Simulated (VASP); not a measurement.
Crystal: Ru2Rh.

```
Ru Rh
1.0
     2.74774    0.00000    0.00000
    -1.37387    2.37961    0.00000
     0.00000    0.00000   12.77149
Ru Rh
4 2
Cartesian
  0.0000 1.5864 7.4135
  1.3739 0.7932 1.0278
  0.0000 1.5864 11.7437
  1.3739 0.7932 5.3580
  0.0000 1.5864 3.1929
  1.3739 0.7932 9.5786
```

The cell was generated, and may not be a known phase.

```yaml
Program: VASP 6.6.1
Task: relaxation of cell and atoms
Functional: PBE
Potentials_or_basis: VASP PAW PBE potentials, release 64 (Ru_pv, Rh_pv)
Cutoff: 600 eV
k_mesh: 18 × 18 × 4
Occupations: gaussian, width 0.1 eV
Spin: no spin polarisation
```

At the start: pressure -0.7 GPa; volume 13.92 Å³/atom.

**Question.** Where does the relaxation end?

**Answer.** Over 7 steps the energy falls by 5.9 meV/atom and the volume is 13.86 Å³/atom (-0.4 %); space group P6_3/mmc (No. 194, to 0.1 Å) before and after.

The path:
| step | energy change (eV) | largest force (eV/Å) | pressure (GPa) | volume (Å³) |
| --- | --- | --- | --- | --- |
| 1 | 0.0000 | 0.1325 | -0.75 | 83.51 |
| 2 | -0.0172 | 0.1281 | 1.50 | 82.69 |
| 3 | -0.0349 | 0.0229 | 0.33 | 83.04 |
| 4 | -0.0349 | 0.0271 | 0.43 | 83.03 |
| 5 | -0.0342 | 0.0225 | -0.99 | 83.42 |
| 6 | -0.0351 | 0.0268 | -0.03 | 83.16 |
| 7 | -0.0351 | 0.0029 | 0.00 | 83.16 |

Final structure:
```
Ru Rh
1.0
     2.72389    0.00000    0.00000
    -1.36195    2.35896    0.00000
     0.00000    0.00000   12.94210
Ru Rh
4 2
Direct
  0.33333 0.66667 0.58067
  0.66667 0.33333 0.08067
  0.33333 0.66667 0.91933
  0.66667 0.33333 0.41933
  0.33333 0.66667 0.25000
  0.66667 0.33333 0.75000
```
